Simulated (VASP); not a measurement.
# TiC (Fm-3m) in VASP: notebook

TiC is run at these levels: PBE, LDA; tasks: relaxation of cell and atoms.

All numbers are computed with VASP 6.6.1; they aren't measurements. Logs are shortened: lines on timing, memory, paths and dates and some standing lists are left out, and cuts for length are marked.

**1. The cell of the first run**

Symmetry: Fm-3m, No. 225, cubic system. The conventional cell has a = 4.331 Å, b = 4.331 Å, c = 4.331 Å, α = 90.00°, β = 90.00°, γ = 90.00°. Ti (site symmetry m-3m) has 6 C at 2.17 Å within 2.9 Å. Within 2.9 Å of C (site symmetry m-3m) lie 6 Ti at 2.17 Å.

**2. Relaxation of cell and atoms, PBE**

The input, INCAR:

```
PREC = Accurate
ENCUT = 600
EDIFF = 1E-7
ISMEAR = -1
SIGMA = 0.05
LREAL = False
LASPH = True
NELM = 60
ALGO = Normal
ISIF = 3
LWAVE = False
LCHARG = False
GGA = PE
IBRION = 2
NSW = 60
EDIFFG = -0.01
```

The input, KPOINTS:

```
Automatic mesh
0
Gamma
  11 11 11
```

The input, POSCAR:

```
TiC
1.0
    0.0000000000      2.1657188437      2.1657188437
    2.1657188437      0.0000000000      2.1657188437
    2.1657188437      2.1657188437      0.0000000000
Ti C
1 1
Direct
    0.0000000000      0.0000000000      0.0000000000
    0.5000000000      0.5000000000      0.5000000000
```

Potentials or basis: VASP PAW PBE potentials, release 64 (Ti_sv, C).

On the command line:

```sh
$ cat potpaw_PBE.64/Ti_sv/POTCAR potpaw_PBE.64/C/POTCAR > POTCAR
$ mpirun -np 1 vasp_std > vasp.out
```

OUTCAR:

```text
PREC = Accurate
   ENCUT = 600
   EDIFF = 1E-7
   ISMEAR = -1
   LREAL = False
   LASPH = True
   NELM = 60
   ISIF = 3
   GGA = PE
   IBRION = 2
   NSW = 60
   EDIFFG = -0.01

 ion  position               nearest neighbor table
   1  0.000  0.000  0.000-   2 2.17   2 2.17   2 2.17   2 2.17   2 2.17   2 2.17
   2  0.500  0.500  0.500-   1 2.17   1 2.17   1 2.17   1 2.17   1 2.17   1 2.17

  LATTYP: Found a face centered cubic cell.
 ALAT       =     4.3314376874

  Lattice vectors:

 A1 = (   0.0000000000,   2.1657188437,   2.1657188437)
 A2 = (   2.1657188437,   0.0000000000,   2.1657188437)
 A3 = (   2.1657188437,   2.1657188437,   0.0000000000)

Analysis of symmetry for initial positions (statically):
=====================================================================
 Subroutine PRICEL returns:
 Original cell was already a primitive cell.

 Routine SETGRP: Setting up the symmetry group for a
 face centered cubic supercell.

 Subroutine GETGRP returns: Found 48 space group operations
 (whereof 48 operations were pure point group operations)
 out of a pool of 48 trial point group operations.

The static configuration has the point symmetry O_h .

Analysis of symmetry for dynamics (positions and initial velocities):
=====================================================================
 Subroutine PRICEL returns:
 Original cell was already a primitive cell.

 Routine SETGRP: Setting up the symmetry group for a
 face centered cubic supercell.

 Subroutine GETGRP returns: Found 48 space group operations
 (whereof 48 operations were pure point group operations)
 out of a pool of 48 trial point group operations.

The dynamic configuration has the point symmetry O_h .

 Subroutine INISYM returns: Found 48 space group operations
 (whereof 48 operations are pure point group operations),
 and found     1 'primitive' translations

----------------------------------------------------------------------------------------

                                     Primitive cell

  volume of cell :      20.3159

  direct lattice vectors                    reciprocal lattice vectors
     0.000000000  2.165718844  2.165718844    -0.230870227  0.230870227  0.230870227
     2.165718844  0.000000000  2.165718844     0.230870227 -0.230870227  0.230870227
     2.165718844  2.165718844  0.000000000     0.230870227  0.230870227 -0.230870227

  length of vectors
     3.062788961  3.062788961  3.062788961     0.399878962  0.399878962  0.399878962

  position of ions in fractional coordinates (direct lattice)
     0.000000000  0.000000000  0.000000000
     0.500000000  0.500000000  0.500000000

  ion indices of the primitive-cell ions
   primitive index   ion index
                 1           1
                 2           2

----------------------------------------------------------------------------------------

 KPOINTS: Automatic mesh

Automatic generation of k-mesh.
 Grid dimensions read from file:
 generate k-points for:   11   11   11

 Generating k-lattice:

  Cartesian coordinates                     Fractional coordinates (reciprocal lattice)
    -0.020988202  0.020988202  0.020988202     0.090909091  0.000000000  0.000000000
     0.020988202 -0.020988202  0.020988202     0.000000000  0.090909091  0.000000000
     0.020988202  0.020988202 -0.020988202     0.000000000  0.000000000  0.090909091

  Length of vectors
     0.036352633  0.036352633  0.036352633

  Shift w.r.t. Gamma in fractional coordinates (k-lattice)
     0.000000000  0.000000000  0.000000000

 Subroutine IBZKPT returns following result:
 ===========================================

 Found     56 irreducible k-points:

 Following reciprocal coordinates:
            Coordinates               Weight
  0.000000  0.000000  0.000000      1.000000
  0.090909  0.000000  0.000000      8.000000
  0.181818  0.000000  0.000000      8.000000
  0.272727  0.000000  0.000000      8.000000
  0.363636  0.000000  0.000000      8.000000
  0.454545  0.000000  0.000000      8.000000
[... 16 lines left out ...]
 -0.272727  0.181818  0.000000     24.000000
 -0.181818  0.181818  0.000000     12.000000
 [... further k-points ...]
   k-points           NKPTS =     56   k-points in BZ     NKDIM =     56   number of bands    NBANDS=     12
   number of dos      NEDOS =    301   number of ions     NIONS =      2
   total plane-waves  NPLWV =  13824
   dimension x,y,z NGX =    24 NGY =   24 NGZ =   24
   dimension x,y,z NGXF=    48 NGYF=   48 NGZF=   48
   ions per type =               1   1
   NGX,Y,Z   is equivalent  to a cutoff of  13.03, 13.03, 13.03 a.u.
   NGXF,Y,Z  is equivalent  to a cutoff of  26.05, 26.05, 26.05 a.u.
 SYSTEM =  unknown system
   PREC   = accura    normal or accurate (medium, high low for compatibility)
   ISTART =      0    job   : 0-new  1-cont  2-samecut
   ICHARG =      2    charge: 1-file 2-atom 10-const
   ISPIN  =      1    spin polarized calculation?
   LNONCOLLINEAR =      F non collinear calculations
   LSORBIT =      F    spin-orbit coupling
   LASPH  =      T    aspherical Exc in radial PAW
   ENCUT  =  600.0 eV  44.10 Ry    6.64 a.u.   6.12  6.12  6.12*2*pi/ulx,y,z
   NELM   =     60;   NELMIN=  2; NELMDL= -5     # of ELM steps
   EDIFF  = 0.1E-06   stopping-criterion for ELM
   LREAL  =      F    real-space projection
   EDIFFG = -.1E-01   stopping-criterion for IOM
   NSW    =     60    number of steps for IOM
   IBRION =      2    ionic relax: 0-MD 1-quasi-New 2-CG
   NFREE  =      1    steps in history (QN), initial steepest desc. (CG)
   ISIF   =      3    stress and relaxation
   ISYM   =      2    0-nonsym 1-usesym 2-fastsym
   POTIM  = 0.5000    time-step for ionic-motion
   TEBEG  =    0.0;   TEEND  =   0.0 temperature during run
   PSTRESS=    0.0 pullay stress
   NELECT =      16.0000    total number of electrons
   NUPDOWN=      -1.0000    fix difference up-down
   EMIN   =  10.00;   EMAX   =-10.00  energy-range for DOS
   EFERMI =   0.00;   METHOD = LEGACY
   ISMEAR =    -1;   SIGMA  =   0.05  broadening in eV -4-tet -1-fermi 0-gaus
   EFERMI_NEDOS =   21; number of points for ismear=-14 and -15
   IALGO  =     38    algorithm
   IMIX   =      4    mixing-type and parameters
     AMIX     =   0.40;   BMIX     =  1.00
     AMIX_MAG =   1.60;   BMIX_MAG =  1.00
  volume/ion in A,a.u.               =      10.16        68.55
  Fermi-wavevector in a.u.,A,eV,Ry     =   1.511829  2.856943 31.097854  2.285628
  Thomas-Fermi vector in A             =   2.621834
   LORBIT       =      0    0 simple, 1 ext, 2 COOP (PROOUT), +10 PAW based schemes
   GGA     = PE    functional components
   LHFCALC =     F    Hartree Fock is set to
   AEXX    =    0.0000 exact exchange contribution
   IVDW    =     0    specifies the selected vdW correction
   LEPSILON=     F    determine dielectric tensor
   LRPA    =     F    only Hartree local field effects (RPA)
 conjugate gradient relaxation of ions
 non-spin polarized calculation
  energy-cutoff  :      600.00
  volume of cell :       20.32
 maximum number of plane-waves:       690
   NGX = 13   NGY = 13   NGZ = 13

--------------------------------------- Ionic step        1  -------------------------------------------

 number of electron      16.0000000 magnetization

 Free energy of the ion-electron system (eV)
  ---------------------------------------------------
  ext. energy  EPLUGINS =         0.00000000
  ---------------------------------------------------
  free energy    TOTEN  =       -18.71091354 eV

  energy without entropy =      -18.70854607  energy(sigma->0) =      -18.70972981

------------------------ aborting loop because EDIFF is reached ----------------------------------------

  FORCE on cell =-STRESS in cart. coord.  units (eV):
  Direction    XX          YY          ZZ          XY          YZ          ZX
  --------------------------------------------------------------------------------------
  -------------------------------------------------------------------------------------
  Total        0.0505623      0.0505623      0.0505623      0.0000000     -0.0000000      0.0000000
  in kB        3.9875062      3.9875062      3.9875062      0.0000000     -0.0000000      0.0000000
  external PRESSURE =       3.9875062 kB  Pullay stress =       0.0000000 kB
[... 57 lines left out ...]
  energy  without entropy=      -18.7085143727  energy(sigma->0) =      -18.70969874

--------------------------------------- Ionic step        3  -------------------------------------------

 number of electron      16.0000000 magnetization

 Free energy of the ion-electron system (eV)
  ---------------------------------------------------
  ext. energy  EPLUGINS =         0.00000000
  ---------------------------------------------------
  free energy    TOTEN  =       -18.71095210 eV

  energy without entropy =      -18.70858417  energy(sigma->0) =      -18.70976814

 E-fermi :   9.4563     XC(G=0): -12.6900

 val. band max:        9.3205221124   @ k =   0.4545   0.4545   0.0000
 cond. band min:       9.5484007681   @ k =   0.0909   0.0000   0.0000
 fundamental gap:      0.2278786557
 Fermi energy:         9.4562742882

 k-point     1 :       0.0000    0.0000    0.0000
  band No.  band energies     occupation
      1     -47.2020      2.00000
      2     -23.2273      2.00000
      3     -23.2273      2.00000
      4     -23.2273      2.00000
      5      -2.9948      2.00000
      6      10.0854      0.00001
      7      10.0854      0.00001
      8      10.0854      0.00001
      9      11.0695      0.00000
     10      11.0695      0.00000
     11      11.0695      0.00000
     12      11.1016      0.00000
[... 331 lines left out ...]
 k-point    24 :      -0.1818    0.1818    0.0000
  band No.  band energies     occupation
      1     -47.1541      2.00000
      2     -23.4972      2.00000
      3     -23.3336      2.00000
      4     -23.2470      2.00000
      5      -1.2790      2.00000
      6       6.1528      2.00000
      7       7.2334      2.00000
      8       7.4650      2.00000
      9      10.9362      0.00000
     10      12.0372      0.00000
     11      12.9567      0.00000
     12      13.7415      0.00000

 [... further k-points ...]

------------------------ aborting loop because EDIFF is reached ----------------------------------------

  FORCE on cell =-STRESS in cart. coord.  units (eV):
  Direction    XX          YY          ZZ          XY          YZ          ZX
  --------------------------------------------------------------------------------------
  -------------------------------------------------------------------------------------
  Total       -0.0001313     -0.0001313     -0.0001313     -0.0000000      0.0000000     -0.0000000
  in kB       -0.0103389     -0.0103389     -0.0103389     -0.0000000      0.0000000     -0.0000000
  external PRESSURE =      -0.0103389 kB  Pullay stress =       0.0000000 kB
[... 17 lines left out ...]
  FREE ENERGIE OF THE ION-ELECTRON SYSTEM (eV)
  ---------------------------------------------------
  free  energy   TOTEN  =       -18.7109521006 eV

  energy  without entropy=      -18.7085841723  energy(sigma->0) =      -18.70976814

 reached required accuracy - stopping structural energy minimisation
```

Wall time 69 s (1 thread of AMD EPYC 7R13, shared host); peak memory 0.13 GiB.

Results:

```yaml
Free_energy: -18.7110 eV
Relaxed_volume: 10.17 Å³/atom
Relaxed_cell: a = 3.064 Å, b = 3.064 Å, c = 3.064 Å, α = 60.00°, β = 60.00°, γ = 60.00°
Space_group_after_relaxing_to_0.1_Å: Fm-3m (No. 225)
Energy_gained_by_relaxing: 0.0 meV/atom
Ionic_steps: 3
Pressure_after_relaxing: 0.0 GPa
Band_gap_on_the_k_mesh: zero (bands 8 and 9 overlap by 1.10 eV)
```

Final structure:
```
CELL_PARAMETERS angstrom
0.00000 2.16684 2.16684
2.16684 0.00000 2.16684
2.16684 2.16684 0.00000
ATOMIC_POSITIONS crystal
Ti 0.00000 0.00000 0.00000
C 0.50000 0.50000 0.50000
```

Levels at points of the mesh, in eV from the Fermi level:
```tsv
k point	band 6	band 7	band 8	band 9	band 10	band 11
(0.00, 0.00, 0.00)	0.63	0.63	0.63	1.61	1.61	1.61
```

**3. Relaxation of cell and atoms, LDA**

The input, INCAR:

```
SYSTEM = TiC
ALGO = Normal
EDIFF = 1E-6
EDIFFG = -0.01
ENCUT = 600
GGA = CA
IBRION = 2
ISIF = 3
ISMEAR = -1
LASPH = .TRUE.
LCHARG = .FALSE.
LREAL = .FALSE.
LWAVE = .FALSE.
NELM = 60
NSW = 60
PREC = Accurate
SIGMA = 0.05
```

The input, KPOINTS:

```
k-points
0
G
  11 11 11
  0 0 0
```

POSCAR is that of step 2.

Potentials or basis: VASP PAW LDA potentials, release 64 (Ti_sv, C).

On the command line:

```sh
$ cat potpaw_LDA.64/Ti_sv/POTCAR potpaw_LDA.64/C/POTCAR > POTCAR
$ mpirun -np 1 vasp_std > vasp.out
```

Run time: 82 s. Hardware: 1 thread of AMD EPYC 7R13, shared host; peak memory 0.12 GiB.

Results (log left out):

* Free energy: -20.5419 eV
* Relaxed volume: 9.69 Å³/atom
* Relaxed cell: a = 3.015 Å, b = 3.015 Å, c = 3.015 Å, α = 60.00°, β = 60.00°, γ = 60.00°
* Space group after relaxing (to 0.1 Å): Fm-3m (No. 225)
* Energy gained by relaxing: 18.3 meV/atom
* Ionic steps: 4
* Pressure after relaxing: 0.0 GPa
* Band gap on the k mesh: zero (bands 8 and 9 overlap by 1.06 eV)

The path:
```tsv
step	energy change (eV)	largest force (eV/Å)	pressure (GPa)	volume (Å³)
1	0.0000	0.0000	-12.04	20.32
2	0.0391	0.0000	20.82	18.15
3	-0.0365	0.0000	-0.22	19.40
4	-0.0365	0.0000	-0.02	19.38
```

Final structure:
```
Ti C
1.0
     0.00000    2.13185    2.13185
     2.13185    0.00000    2.13185
     2.13185    2.13185    0.00000
Ti C
1 1
Direct
  0.00000 0.00000 0.00000
  0.50000 0.50000 0.50000
```

Levels at points of the mesh, in eV from the Fermi level:
```csv
k point,band 5,band 6,band 7,band 8,band 9,band 10,band 11,band 12
"(0.00, 0.00, 0.00)",-12.48,0.59,0.59,0.59,1.69,1.69,1.69,1.75
```
